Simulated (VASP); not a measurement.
## S: single point with LDA

S:

```
CELL_PARAMETERS angstrom
-1.43052 1.43052 1.43052
1.43052 -1.43052 1.43052
1.43052 1.43052 -1.43052
ATOMIC_POSITIONS crystal
S 0.00000 0.00000 0.00000
```

This cell differs from its parent crystal: volume scaled by 0.8.

```yaml
Program: VASP 6.6.1
Task: single point
Functional: LDA
Potentials_or_basis: VASP PAW LDA potentials, release 64 (S)
Cutoff: 520 eV
k_mesh: 16 × 16 × 16
Occupations: fermi-dirac, width 0.08 eV
Spin: no spin polarisation
```

- Pressure: 36.3 GPa
- Band gap on the k mesh: zero (band 3 reaches 17.54 eV, above the bottom of band 4 at 6.18 eV)

Levels at points of the mesh, in eV from the Fermi level:
```csv
k point,band 1,band 2,band 3,band 4,band 5,band 6,band 7,band 8
"(0.00, 0.00, 0.00)",-20.52,4.87,4.87,4.87,12.34,12.34,12.34,16.86
"(0.50, 0.00, 0.00)",-13.71,-10.54,0.17,3.24,7.26,7.70,20.34,20.58
"(0.50, 0.50, 0.50)",-8.04,-5.02,-5.02,-5.02,1.79,1.79,25.14,25.14
```

It took 7.3 s on 1 thread of Intel(R) Xeon(R) Platinum 8488C (Sapphire Rapids), with other jobs on the host, peak memory 0.11 GiB.
